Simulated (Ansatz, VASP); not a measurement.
# SrO: VASP beside Ansatz

INCAR

```
PREC = Accurate ; ENCUT = 520
EDIFF = 1E-6 ; ISMEAR = 0
SIGMA = 0.05 ; LREAL = False
LASPH = True ; NELM = 60
ALGO = Normal ; ISIF = 2
LWAVE = False ; LCHARG = False
GGA = PE ; NBANDS = 24
```

The input KPOINTS:

```
Automatic mesh
0
Gamma
  9 9 4
```

The input POSCAR:

```
SrO
1.0
    3.5769478779      0.0000000000      0.0000000000
   -1.7884739390      3.0977277303      0.0000000000
    0.0000000000      0.0000000000      6.2426216355
Sr O
2 2
Direct
    0.3333333333      0.6666666667      0.2500000000
    0.6666666667      0.3333333333      0.7500000000
   -0.1026775972     -0.0460014606      0.0000000000
    0.1026775972      0.0460014606      0.5000000000
```

Input for Ansatz:

```yaml
crystal:
  lattice:
    - [3.5769478779, 0.0, 0.0]
    - [-1.788473939, 3.0977277303, 0.0]
    - [0.0, 0.0, 6.2426216355]
  atoms:
    - { symbol: Sr, position: [0.3333333333, 0.6666666667, 0.25] }
    - { symbol: Sr, position: [0.6666666667, 0.3333333333, 0.75] }
    - { symbol: O, position: [-0.1026775972, -0.0460014606, 0.0] }
    - { symbol: O, position: [0.1026775972, 0.0460014606, 0.5] }
basis:
  ecutwfc: 520.0
kpoints:
  mp_grid: { grid: [9, 9, 4] }
hamiltonian:
  xc: pbe
scf:
  occupations: { method: gaussian, width: 0.05 }
output:
  forces: true
  stress: true
  eigenvalues: true
  write_density: true
  write_potential: true
  elf: true
  volumetric_format: npy
```

Change from the starting cell: mode 6 frozen in at -0.285 Å and mode 7 at -0.142 Å (largest displacements).

Alike in both runs: task single point; functional PBE; k mesh 9 × 9 × 4; occupations gaussian, width 0.05 eV; no spin polarisation.

|  | VASP | Ansatz |
| --- | --- | --- |
| version | VASP 6.6.1 | Ansatz 0.2.0 |
| potentials or method | VASP PAW PBE potentials, release 64 (Sr_sv, O), cutoff 520 eV | scalar-relativistic, plane waves, PAW |
| valence electrons in the cell | 32 | 32 |

Ansatz gave:

| Quantity | Value |
| --- | --- |
| gap on the k mesh at the Fermi level (eV) | 3.18 |
| least direct gap on the mesh (eV) | 3.18 |
| pressure (GPa) | 2.8 |
| traceless stress, the component that is largest in VASP (GPa) | 0.41 |
| rms of the force components (eV/Å) | 0.360 |

Q: Which values does VASP return?

A: gap on the k mesh at the Fermi level (eV): 3.18; least direct gap on the mesh (eV): 3.18; pressure (GPa): 3.4; traceless stress, the component that is largest in VASP (GPa): 0.43; rms of the force components (eV/Å): 0.383.

Atom by atom the forces differ by 0.024 eV/Å (rms over components).
